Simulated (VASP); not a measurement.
Runs of VASP 6.6.1 on SrO. Symmetry: Fm-3m, No. 225, cubic system. The conventional cell has a = 5.133 Å, b = 5.133 Å, c = 5.133 Å, α = 90.00°, β = 90.00°, γ = 90.00°. Within 3.4 Å of Sr (site symmetry m-3m) lie 6 O at 2.57 Å. Within 3.4 Å of O (site symmetry m-3m) lie 6 Sr at 2.57 Å. 

```csv
k mesh,gap on the mesh (eV),pressure (GPa)
6 × 6 × 6,3.38,7.0
8 × 8 × 8,3.38,7.0
9 × 9 × 9,3.44,7.0
3 × 3 × 3,(b),(a)
4 × 4 × 4,3.37,7.0
5 × 5 × 5,3.56,7.0
```

Alike in all rows: task single point; level RPBE; potentials or basis VASP PAW PBE potentials, release 64 (Sr_sv, O); no spin polarisation; cell as given; cutoff (eV) 520; smearing gaussian 0.01 eV.

Estimate the missing entries.

(a) 7.2; (b) 3.86.

Caveats: some runs use coarse meshes; the PAW data sets were made with another functional, which shifts forces and pressure a little.

A k mesh can miss the band edges, and the runs leave out spin-orbit coupling on Sr.
